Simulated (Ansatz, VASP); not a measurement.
Two plane-wave programs on Rh

```xyz
1
Lattice="0.0000 1.8730 1.9301 1.8730 0.0000 1.9301 1.8730 1.8730 0.0000" Properties=species:S:1:pos:R:3 pbc="T T T"
Rh    0.0000    0.0000    0.0000
```

Change from the starting cell: strain -0.015 along x and y, +0.015 along z, atoms carried along.

Alike in both runs: task single point; functional r2SCAN; k mesh 8 × 8 × 8; occupations gaussian, width 0.15 eV; no spin polarisation.

|  | VASP | Ansatz |
| --- | --- | --- |
| version | VASP 6.6.1 | Ansatz 0.2.0 |
| potentials or method | VASP PAW PBE potentials, release 64 (Rh_pv), cutoff 520 eV | scalar-relativistic, plane waves, PAW |
| valence electrons in the cell | 15 | 17 |

Ansatz gave:

```
gap on the k mesh at the Fermi level (eV)                     : none
pressure (GPa)                                                : 4.8
traceless stress, the component that is largest in VASP (GPa) : -5.00
```

**Question.** Which values does VASP return?

**Answer.** gap on the k mesh at the Fermi level (eV): none; pressure (GPa): 6.1; traceless stress, the component that is largest in VASP (GPa): -5.03.

VASP's potentials were made for PBE, not for r2SCAN. A gap of «none» marks a metal or a gap that the smearing closes. VASP's potentials hold 15 valence electrons a cell and Ansatz's 17, so a difference there can come from the potentials and not from the codes.
